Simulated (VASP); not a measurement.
Wanted: the native input for a VASP 6.6.1 run.

- Task: relaxation of cell and atoms
- Functional: PBEsol
- Potentials or basis: VASP PAW PBE potentials, release 64 (Li_sv)
- Cutoff: 600 eV
- k mesh: 22 × 22 × 22
- Occupations: fermi-dirac, width 0.05 eV
- Spin: no spin polarisation
- Target pressure: 7 GPa
- Dipole correction: no
- Further INCAR settings: ALGO = Normal; EDIFF = 1e-06; IBRION = 2; EDIFFG = -0.002; NSW = 100; ISIF = 3

The structure of Li lies in POSCAR:

```
Li
1.0
    0.0000000000      2.1593736381      2.1593736381
    2.1593736381      0.0000000000      2.1593736381
    2.1593736381      2.1593736381      0.0000000000
Li
1
Direct
    0.0000000000      0.0000000000      0.0000000000
```

These files were run (other wordings do the same):

INCAR

```
SYSTEM = Li
PREC = Accurate ; ENCUT = 600
EDIFF = 1E-6 ; ISMEAR = -1
SIGMA = 0.05 ; LREAL = .FALSE.
LASPH = .TRUE. ; NELM = 60
ALGO = Normal ; ISIF = 3
LWAVE = .FALSE. ; LCHARG = .FALSE.
GGA = PS ; IBRION = 2
NSW = 100 ; EDIFFG = -0.002
PSTRESS = 70.0
```

KPOINTS

```
Automatic mesh
0
G
  22 22 22
  0 0 0
```

Potentials or basis: VASP PAW PBE potentials, release 64 (Li_sv).

The run is started by

```sh
$ cat potpaw_PBE.64/Li_sv/POTCAR > POTCAR
$ mpirun -np 1 vasp_std > vasp.out
```

Results of the run:

```yaml
Relaxed_volume: 14.73 Å³/atom
Relaxed_cell: a = 2.752 Å, b = 2.752 Å, c = 2.752 Å, α = 60.00°, β = 60.00°, γ = 60.00°
Space_group_after_relaxing_to_0.05_Å: Fm-3m (No. 225)
Energy_change_on_relaxing_the_enthalpy_is_what_falls: +90.8 meV/atom
Ionic_steps: 24
Pressure_after_relaxing: 7.0 GPa
```

Caveat: the cutoff is under 1.25 times the usual one of these potentials, so pressure, stress and relaxed cells hold a basis-set (Pulay) error; the cell is relaxed towards a set pressure, so the enthalpy falls and the energy may rise; the volume moved by over 15 % at a fixed basis, so the end points are rough; the PAW data sets were made with another functional, which shifts forces and pressure a little.

Run time: 51 s on 1 thread of Intel(R) Xeon(R) 6975P-C (Granite Rapids), with other jobs on the host, peak memory 0.16 GiB.
